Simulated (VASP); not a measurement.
Here is a VASP 6.6.1 calculation.

The input POSCAR:

```
BeS
1.0
    0.0000000000      2.4584102491      2.4584102491
    2.4584102491      0.0000000000      2.4584102491
    2.4584102491      2.4584102491      0.0000000000
Be S
1 1
Direct
    0.0000000000      0.0000000000      0.0000000000
    0.2500000000      0.2500000000      0.2500000000
```

File INCAR.step1:

```
SYSTEM = BeS
PREC = Accurate
ENCUT = 660
ISMEAR = 0
SIGMA = 0.01
LREAL = .False.
LASPH = .True.
NELM = 120
NBANDS = 11
GGA = PE
ALGO = Normal
EDIFF = 1E-5
LWAVE = .True.
LCHARG = .False.
GGA_COMPAT = .False.
```

The input INCAR.step2:

```
SYSTEM = BeS
PREC = Accurate
ENCUT = 660
EDIFF = 1E-6
ISMEAR = 0
SIGMA = 0.01
LREAL = .False.
LASPH = .True.
NELM = 120
ALGO = Normal
ISIF = 2
LWAVE = .False.
LCHARG = .False.
METAGGA = R2SCAN
LMIXTAU = .True.
NBANDS = 11
ISTART = 1
GGA_COMPAT = .False.
```

KPOINTS

```
Automatic mesh
0
Gamma
  8 8 8
  0 0 0
```

Potentials or basis: VASP PAW PBE potentials, release 64 (Be, S).

Launch:

```sh
$ cat potpaw_PBE.64/Be/POTCAR potpaw_PBE.64/S/POTCAR > POTCAR
$ cp INCAR.step1 INCAR
$ mpirun -np 1 vasp_std > vasp.out
$ cp INCAR.step2 INCAR
$ mpirun -np 1 vasp_std > vasp.out
```

(1) What does it give for the band gap on the k mesh?

(2) What does it give for the pressure?

Results:

(1) 3.66 eV (least direct gap 6.23 eV).

(2) -2.5 GPa.

Caveat: the PAW data sets were made with another functional, which shifts forces and pressure a little.
